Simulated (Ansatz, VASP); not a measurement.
**One calculation of TiAl3, two programs**

```
Ti Al
1.0
    -1.92267    1.92267    4.31140
     1.92267   -1.92267    4.31140
     1.92267    1.92267   -4.31140
Ti Al
1 3
Direct
  0.00000 0.00000 0.00000
  0.50000 0.50000 0.00000
  0.75000 0.25000 0.50000
  0.25000 0.75000 0.50000
```

Alike in both runs: task relaxation of cell and atoms; functional PBEsol; k mesh 16 × 16 × 16; occupations gaussian, width 0.1 eV; no spin polarisation.

```csv
,VASP,Ansatz
version,VASP 6.6.1,Ansatz 0.2.0
potentials or method,"VASP PAW PBE potentials, release 64 (Ti_sv, Al), cutoff 600 eV","scalar-relativistic, plane waves, PAW"
valence electrons in the cell,21,21
```

|  | VASP | Ansatz | Ansatz less VASP |
| --- | --- | --- | --- |
| gap on the k mesh at the Fermi level, each at its own relaxed structure (eV) | none | none | - |
| relaxed volume (Å³/atom) | 15.59 | 15.57 | -0.019 |
| relaxed cell length with the largest relative difference (Å) | 5.058 | 5.057 | -0.0016 |

VASP's potentials were made for PBE, not for PBEsol. A gap of «none» marks a metal or a gap that the smearing closes.
